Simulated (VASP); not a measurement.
A run of VASP 6.6.1:

INCAR

```
SYSTEM = InP
PREC     = Accurate       ! precision mode
ENCUT    = 520            ! plane-wave cutoff, eV
EDIFF    = 1E-6           ! SCF threshold, eV
ISMEAR   = 1              ! smearing method
SIGMA    = 0.01           ! smearing width, eV
LREAL    = .False.        ! projectors in reciprocal space
LASPH    = .True.         ! aspherical terms in the spheres
NELM     = 150            ! most SCF steps
ALGO     = Normal         ! electronic algorithm
ISIF     = 2              ! what is computed and relaxed
LWAVE    = .False.        ! write WAVECAR
LCHARG   = .False.        ! write CHGCAR
MAGMOM   = 0 0 0 0 0 0    ! initial moments
LORBIT   = 11             ! projections on sites
LSORBIT  = .True.         ! spin-orbit coupling
GGA_COMPAT= .False.      
LORBMOM  = .True.       
GGA      = PS             ! functional
NBANDS   = 30             ! bands
```

File KPOINTS:

```
Automatic mesh
0
Gamma
  7 7 7
  0 0 0
```

File POSCAR:

```
InP
1.0
    0.0000000000      2.7688340000      2.7688340000
    2.7688340000      0.0000000000      2.7688340000
    2.7688340000      2.7688340000      0.0000000000
In P
1 1
Direct
    0.0000000000      0.0000000000      0.0000000000
    0.5000000000      0.5000000000      0.5000000000
```

Potentials or basis: VASP PAW PBE potentials, release 64 (In_d, P).

Command:

```sh
$ cat potpaw_PBE.64/In_d/POTCAR potpaw_PBE.64/P/POTCAR > POTCAR
$ mpirun -np 1 vasp_ncl > vasp.out
```

Hardware: 1 thread of AMD EPYC 7R43 64-Core Processor (Zen 3), on a shared host.

**Question.** How long does it take, and how much memory?

**Answer.** Run time: 72 s on 1 thread of AMD EPYC 7R43 64-Core Processor (Zen 3), on a shared host, peak memory 0.25 GiB. Counts: scf iterations 13, k points 20.
